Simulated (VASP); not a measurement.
# GaN (P6/mmm) in VASP: a series of runs, part 2 of 2

VASP 6.6.1. The steps go on from the part before.

## (4) Single point, PBEsol-based screened hybrid

This run uses another cell than the first one, of 40.88 Å³/atom, 1.018 times its volume.

Input file POSCAR:

```
GaN
1.0
    5.3081671161      0.0000000000      0.0000000000
   -2.6540835580      4.5970075700      0.0000000000
    0.0000000000      0.0000000000      3.3503854785
Ga N
1 1
Direct
    0.0000000000      0.0000000000      0.5000000000
    0.0000000000      0.0000000000      0.0000000000
```

Input file INCAR.step1:

```
  PREC = Accurate
  ENCUT = 520
  EDIFF = 1E-5
  ISMEAR = -1
  SIGMA = 0.05
  LREAL = False
  LASPH = True
  NELM = 80
  ALGO = Normal
  ISIF = 2
  LWAVE = True
  GGA = PE
  NBANDS = 16
```

Input file INCAR.step2:

```
  PREC = Accurate
  ENCUT = 520
  EDIFF = 1E-7
  ISMEAR = -1
  SIGMA = 0.05
  LREAL = False
  LASPH = True
  NELM = 80
  ALGO = Normal
  ISIF = 2
  LWAVE = False
  LCHARG = True
  GGA = PS
  LHFCALC = True
  AEXX = 0.25
  HFSCREEN = 0.207
  PRECFOCK = Normal
  LELF = True
  LVHAR = True
  ISTART = 1
  NBANDS = 16
```

Input file KPOINTS:

```
regular mesh
0
Gamma
  3 3 4
```

Potentials or basis: VASP PAW PBE potentials, release 64 (Ga_d, N).

On the command line:

```
cat potpaw_PBE.64/Ga_d/POTCAR potpaw_PBE.64/N/POTCAR > POTCAR
cp INCAR.step1 INCAR
mpirun -np 1 vasp_std > vasp.out
cp INCAR.step2 INCAR
mpirun -np 1 vasp_std > vasp.out
```

OUTCAR:

```text
PREC = Accurate
   ENCUT = 520
   EDIFF = 1E-7
   ISMEAR = -1
   LREAL = False
   LASPH = True
   NELM = 80
   ISIF = 2
   GGA = PS
   LHFCALC = True
   AEXX = 0.25
   HFSCREEN = 0.207
   PRECFOCK = Normal
   ISTART = 1

 ion  position               nearest neighbor table
   1  0.000  0.000  0.500-   2 1.68   2 1.68
   2  0.000  0.000  0.000-   1 1.68   1 1.68

  LATTYP: Found a hexagonal cell.
[... 350 lines left out ...]
     15       8.2612      0.00000
     16       8.6718      0.00000

------------------------ aborting loop because EDIFF is reached ----------------------------------------

  FORCE on cell =-STRESS in cart. coord.  units (eV):
  Direction    XX          YY          ZZ          XY          YZ          ZX
  --------------------------------------------------------------------------------------
  -------------------------------------------------------------------------------------
  Total        0.0042850      0.0042850     -0.3698998      0.0000000     -0.0000000      0.0000000
  in kB        0.0839753      0.0839753     -7.2490329      0.0000000     -0.0000000      0.0000000
  external PRESSURE =      -2.3603608 kB  Pullay stress =       0.0000000 kB

 VOLUME and BASIS-vectors are now :
 -----------------------------------------------------------------------------
  energy-cutoff  :      520.00
  volume of cell :       81.76
      direct lattice vectors                 reciprocal lattice vectors
     5.308167116  0.000000000  0.000000000     0.188388944  0.108766408  0.000000000
    -2.654083558  4.597007570  0.000000000     0.000000000  0.217532816  0.000000000
     0.000000000  0.000000000  3.350385478     0.000000000  0.000000000  0.298473118

 POSITION                                       TOTAL-FORCE (eV/Angst)
 -----------------------------------------------------------------------------------
      0.00000      0.00000      1.67519        -0.000000      0.000000      0.000000
      0.00000      0.00000      0.00000         0.000000      0.000000      0.000000
 -----------------------------------------------------------------------------------
    total drift:                                0.000000      0.000000      0.000012

  FREE ENERGIE OF THE ION-ELECTRON SYSTEM (eV)
  ---------------------------------------------------
  free  energy   TOTEN  =       -12.2402044708 eV

  energy  without entropy=      -12.2402044707  energy(sigma->0) =      -12.24020447
```

OUTCAR.step1:

```text
PREC = Accurate
   ENCUT = 520
   EDIFF = 1E-5
   ISMEAR = -1
   LREAL = False
[... 376 lines left out ...]
      0.00000      0.00000      1.67519         0.000000      0.000000      0.000000
      0.00000      0.00000      0.00000        -0.000000      0.000000      0.000000
 -----------------------------------------------------------------------------------
    total drift:                               -0.000000     -0.000000      0.000000

  FREE ENERGIE OF THE ION-ELECTRON SYSTEM (eV)
  ---------------------------------------------------
  free  energy   TOTEN  =        -9.4160822428 eV

  energy  without entropy=       -9.4160819723  energy(sigma->0) =       -9.41608211
```

It took 6.2 min on 1 thread of Intel Xeon Platinum 8559C (Emerald Rapids), shared host; peak memory 0.31 GiB.

What came out:

```
Free energy            : -12.2402 eV
Pressure               : -0.2 GPa
Band gap on the k mesh : 2.60 eV, indirect (least direct gap 4.51 eV)
```

Caveat: the k points lie up to 0.47 Å⁻¹ apart; the PAW data sets were made with another functional, which shifts forces and pressure a little.

## (5) Single point, PBE-based screened hybrid

This run uses another cell than the first one, of 41.33 Å³/atom, 1.029 times its volume.

Input file POSCAR:

```
GaN
1.0
    5.3225259598      0.0000000000      0.0000000000
   -2.6612629799      4.6094426935      0.0000000000
    0.0000000000      0.0000000000      3.3688562134
Ga N
1 1
Direct
    0.0000000000      0.0000000000      0.5000000000
    0.0000000000      0.0000000000      0.0000000000
```

Input file INCAR.step1:

```
SYSTEM = GaN
ALGO = Normal ; EDIFF = 1E-5
ENCUT = 520 ; GGA = PE
ISIF = 2 ; ISMEAR = -1
LASPH = .True. ; LCHARG = .False.
LREAL = .False. ; LWAVE = .True.
NBANDS = 16 ; NELM = 100
PREC = Accurate ; SIGMA = 0.05
```

Input file INCAR.step2:

```
SYSTEM = GaN
AEXX = 0.25 ; ALGO = Normal
EDIFF = 1E-7 ; ENCUT = 520
GGA = PE ; HFSCREEN = 0.3
ISIF = 2 ; ISMEAR = -1
ISTART = 1 ; LASPH = .True.
LCHARG = .False. ; LHFCALC = .True.
LREAL = .False. ; LWAVE = .False.
NBANDS = 16 ; NELM = 100
PREC = Accurate ; PRECFOCK = Normal
SIGMA = 0.05
```

Input file KPOINTS:

```
k-points
0
Gamma
  3 3 4
  0 0 0
```

Potentials or basis: VASP PAW PBE potentials, release 64 (Ga_d, N).

On the command line:

```
cat potpaw_PBE.64/Ga_d/POTCAR potpaw_PBE.64/N/POTCAR > POTCAR
cp INCAR.step1 INCAR
mpirun -np 1 vasp_std > vasp.out
cp INCAR.step2 INCAR
mpirun -np 1 vasp_std > vasp.out
```

OUTCAR:

```text
SYSTEM = GaN
   AEXX = 0.25
   EDIFF = 1E-7
   ENCUT = 520
   GGA = PE
   HFSCREEN = 0.3
   ISIF = 2
   ISMEAR = -1
   ISTART = 1
   LASPH = .True.
   LHFCALC = .True.
   LREAL = .False.
   NELM = 100
   PREC = Accurate
   PRECFOCK = Normal

 ion  position               nearest neighbor table
   1  0.000  0.000  0.500-   2 1.68   2 1.68
   2  0.000  0.000  0.000-   1 1.68   1 1.68

  LATTYP: Found a hexagonal cell.
 ALAT       =     5.3225259598
 C/A-ratio  =     0.6329431249

  Lattice vectors:

 A1 = (   5.3225259598,   0.0000000000,   0.0000000000)
 A2 = (  -2.6612629799,   4.6094426935,   0.0000000000)
 A3 = (   0.0000000000,   0.0000000000,   3.3688562134)

Analysis of symmetry for initial positions (statically):
=====================================================================
 Subroutine PRICEL returns:
 Original cell was already a primitive cell.

 Routine SETGRP: Setting up the symmetry group for a
 hexagonal supercell.

 Subroutine GETGRP returns: Found 24 space group operations
 (whereof 24 operations were pure point group operations)
 out of a pool of 24 trial point group operations.

The static configuration has the point symmetry D_6h.

Analysis of symmetry for dynamics (positions and initial velocities):
=====================================================================
 Subroutine PRICEL returns:
 Original cell was already a primitive cell.

 Routine SETGRP: Setting up the symmetry group for a
 hexagonal supercell.

 Subroutine GETGRP returns: Found 24 space group operations
 (whereof 24 operations were pure point group operations)
 out of a pool of 24 trial point group operations.

The dynamic configuration has the point symmetry D_6h.

[... 103 lines left out ...]
  volume/ion in A,a.u.               =      41.33       278.88
  Fermi-wavevector in a.u.,A,eV,Ry     =   0.984954  1.861294 13.199489  0.970135
  Thomas-Fermi vector in A             =   2.116226
   LORBIT       =      0    0 simple, 1 ext, 2 COOP (PROOUT), +10 PAW based schemes
   GGA     = PE    functional components
   LHFCALC =     T    Hartree Fock is set to
   PRECFOCK=normal    Normal, Fast or Accurate (Low or Medium for compatibility)
   ENCUT4O =  -1.0   cutoff for four orbital integrals eV
   NKREDX  =     1    reduce k-point grid by
   NKREDY  =     1    reduce k-point grid by
   NKREDZ  =     1    reduce k-point grid by
   AEXX    =    0.2500 exact exchange contribution
   HFSCREEN=    0.3000 screening length (either q_TF or 0.3 A-1)
   HFSCREENC=   0.3000 screening length for correlation (either q_TF or 0.3 A-1)
   ENCUTFOCK=  -1.0 apply spherical cutoff to Coloumb kernel
   IVDW    =     0    specifies the selected vdW correction
   LEPSILON=     F    determine dielectric tensor
   LRPA    =     F    only Hartree local field effects (RPA)
 non-spin polarized calculation
  energy-cutoff  :      520.00
  volume of cell :       82.65
 maximum number of plane-waves:      2238
 NGX is ok and might be reduce to    40
  NGX = 30; NGY = 30; NGZ = 20

 number of electron      17.9999994 magnetization

 Free energy of the ion-electron system (eV)
  ---------------------------------------------------
  ext. energy  EPLUGINS =         0.00000000
  ---------------------------------------------------
  free energy    TOTEN  =       -11.45123388 eV

  energy without entropy =      -11.45123388  energy(sigma->0) =      -11.45123388

 E-fermi :  -1.7456     XC(G=0):  -4.6672

 val. band max:       -2.9453340469   @ k =   0.0000   0.0000   0.5000
 cond. band min:      -0.6856612718   @ k =   0.0000   0.0000   0.0000
 fundamental gap:      2.2596727751
 Fermi energy:        -1.7455504644

 k-point     1 :       0.0000    0.0000    0.0000
  band No.  band energies     occupation
      1     -21.2024      2.00000
      2     -19.4016      2.00000
      3     -19.4016      2.00000
      4     -19.2054      2.00000
      5     -19.2054      2.00000
      6     -15.8428      2.00000
[... 148 lines left out ...]
      3     -19.3972      2.00000
      4     -19.3230      2.00000
      5     -19.3230      2.00000
      6     -17.1630      2.00000
[... 8 lines left out ...]
     15       8.0797      0.00000
     16       8.4962      0.00000

------------------------ aborting loop because EDIFF is reached ----------------------------------------

  FORCE on cell =-STRESS in cart. coord.  units (eV):
  Direction    XX          YY          ZZ          XY          YZ          ZX
  --------------------------------------------------------------------------------------
  -------------------------------------------------------------------------------------
  Total        0.0099228      0.0099228     -0.4408526      0.0000000      0.0000000      0.0000000
  in kB        0.1923519      0.1923519     -8.5458517      0.0000000      0.0000000      0.0000000
  external PRESSURE =      -2.7203826 kB  Pullay stress =       0.0000000 kB

 VOLUME and BASIS-vectors are now :
 -----------------------------------------------------------------------------
  energy-cutoff  :      520.00
  volume of cell :       82.65
      direct lattice vectors                 reciprocal lattice vectors
     5.322525960  0.000000000  0.000000000     0.187880718  0.108472983  0.000000000
    -2.661262980  4.609442694  0.000000000     0.000000000  0.216945966  0.000000000
     0.000000000  0.000000000  3.368856213     0.000000000  0.000000000  0.296836652

 POSITION                                       TOTAL-FORCE (eV/Angst)
 -----------------------------------------------------------------------------------
      0.00000      0.00000      1.68443        -0.000000      0.000000      0.000000
      0.00000      0.00000      0.00000         0.000000      0.000000      0.000000
 -----------------------------------------------------------------------------------
    total drift:                                0.000000     -0.000000     -0.000011

  FREE ENERGIE OF THE ION-ELECTRON SYSTEM (eV)
  ---------------------------------------------------
  free  energy   TOTEN  =       -11.4512338757 eV

  energy  without entropy=      -11.4512338757  energy(sigma->0) =      -11.45123388
```

Wall time 5.6 min (1 thread of Intel Xeon Platinum 8559C (Emerald Rapids), shared host); peak memory 0.31 GiB.

What came out:

```yaml
Free_energy: -11.4512 eV
Pressure: -0.3 GPa
Band_gap_on_the_k_mesh: 2.26 eV, indirect (least direct gap 4.09 eV)
```

Stress tensor (GPa, compression positive):
```
 0.02  0.00  0.00
 0.00  0.02  0.00
 0.00  0.00 -0.85
```

Caveat: the k points lie up to 0.47 Å⁻¹ apart; the PAW data sets were made with another functional, which shifts forces and pressure a little. A k mesh can miss the band edges.

## (6) The runs side by side

```tsv
level	cell	share of exact exchange	screening parameter	gap on the mesh (eV)	pressure (GPa)
HF	a = 5.230, b = 5.230, c = 3.390 Å, angles 90.0, 90.0, 120.0°, 2 atoms	-	-	8.62	-0.8
PBEsol-based global hybrid	a = 5.309, b = 5.309, c = 3.350 Å, angles 90.0, 90.0, 120.0°, 2 atoms	0.25	-	3.37	-0.3
PBEsol-based screened hybrid	a = 5.308, b = 5.308, c = 3.350 Å, angles 90.0, 90.0, 120.0°, 2 atoms	0.25	0.207 1/Å	2.60	-0.2
PBE-based screened hybrid	a = 5.323, b = 5.323, c = 3.369 Å, angles 90.0, 90.0, 120.0°, 2 atoms	0.25	0.3 1/Å	2.26	-0.3
```

Alike in all rows: task single point; potentials or basis VASP PAW PBE potentials, release 64 (Ga_d, N); no spin polarisation; k mesh 3 × 3 × 4; cutoff (eV) 520; smearing fermi-dirac 0.05 eV.

Caveats: all runs use coarse meshes; the PAW data sets were made with another functional, which shifts forces and pressure a little.

Total energies depend on the potentials used, so only differences within one code and one set of settings carry meaning.
